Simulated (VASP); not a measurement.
Input of a VASP 6.6.1 run:

INCAR

```
ALGO = Normal
EDIFF = 1E-6
ENCUT = 520
GGA = PE
ISIF = 2
ISMEAR = 0
LASPH = True
LCHARG = False
LREAL = False
LWAVE = False
NBANDS = 11
NELM = 80
PREC = Accurate
SIGMA = 0.1
```

File KPOINTS:

```
k-points
0
Gamma
  12 12 12
```

The input POSCAR:

```
Pt
1.0
    0.0000000000      1.9854511845      1.9854511845
    1.9854511845      0.0000000000      1.9854511845
    1.9854511845      1.9854511845      0.0000000000
Pt
1
Direct
    0.0000000000      0.0000000000      0.0000000000
```

Potentials or basis: VASP PAW PBE potentials, release 64 (Pt).

Command:

```bash
$ cat potpaw_PBE.64/Pt/POTCAR > POTCAR
$ mpirun -np 1 vasp_std > vasp.out
```

(1) Predict the pressure.

(2) What does it give for the band gap on the k mesh?

## Answers

(1) -0.5 GPa.

(2) zero (band 5 reaches 11.03 eV, above the bottom of band 6 at 8.94 eV).

Caveat: spin-orbit coupling is left out, which moves the levels of the heavy elements.
